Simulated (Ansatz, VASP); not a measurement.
Given: the input of a run of Ansatz 0.2.0 on CdTe.

Contents of input.yaml:

```yaml
crystal:
  lattice:
    - [0.0, 3.2262257841, 3.2262257841]
    - [3.2262257841, 0.0, 3.2262257841]
    - [3.2262257841, 3.2262257841, 0.0]
  atoms:
    - { symbol: Te, position: [0.75, 0.75, 0.75] }
    - { symbol: Cd, position: [0.0, 0.0, 0.0] }
kpoints:
  mp_grid: { grid: [7, 7, 7] }
scf:
  occupations: { method: tetrahedron }
hamiltonian:
  xc: { exchange: pbesol, correlation: pbe }
  pseudopotentials: { kind: all_electron, lapw: { basis_error: 0.001 } }
output:
  forces: true
  stress: true
  eigenvalues: true
```

Potentials or basis: all-electron LAPW, scalar-relativistic.

Run with:

```bash
$ ansatz run input.yaml --threads 1 --pin off --max-ram 2560MiB --backend cpu --events-out ev --progress --plain --runs-dir out
```

Q: Translate it to VASP 6.6.1. Potentials there: VASP PAW PBE potentials, release 64 (Te, Cd).

A: As run (the cutoff follows the program's own potentials):

The input INCAR:

```
SYSTEM = CdTe
PREC = Accurate ; ENCUT = 500
EDIFF = 1E-6 ; ISMEAR = -5
SIGMA = 0.05 ; LREAL = .FALSE.
LASPH = .TRUE. ; NELM = 120
ALGO = Normal ; ISIF = 2
LWAVE = .FALSE. ; LCHARG = .FALSE.
GGA = LIBXC ; LIBXC1 = GGA_X_PBE_SOL
LIBXC2 = GGA_C_PBE ; NBANDS = 16
GGA_COMPAT = .FALSE.
```

Contents of KPOINTS:

```
regular mesh
0
G
  7 7 7
  0 0 0
```

Contents of POSCAR:

```
CdTe
1.0
    0.0000000000      3.2262257841      3.2262257841
    3.2262257841      0.0000000000      3.2262257841
    3.2262257841      3.2262257841      0.0000000000
Te Cd
1 1
Direct
    0.7500000000      0.7500000000      0.7500000000
    0.0000000000      0.0000000000      0.0000000000
```

Potentials or basis: VASP PAW PBE potentials, release 64 (Te, Cd).

Launch:

```console
$ cat potpaw_PBE.64/Te/POTCAR potpaw_PBE.64/Cd/POTCAR > POTCAR
$ mpirun -np 1 vasp_std > vasp.out
```

Both were run:

|  | VASP | Ansatz | Ansatz less VASP |
| --- | --- | --- | --- |
| gap on the k mesh at the Fermi level (eV) | 0.74 | 0.74 | -0.001 |
| least direct gap on the mesh (eV) | 0.74 | 0.74 | -0.001 |
| pressure (GPa) | 0.5 | 0.4 | -0.16 |

VASP's potentials were made for PBE, not for pbesol exchange, pbe correlation. Ansatz ran all-electron here, and VASP with PAW potentials.

Neither program's run includes spin-orbit coupling.
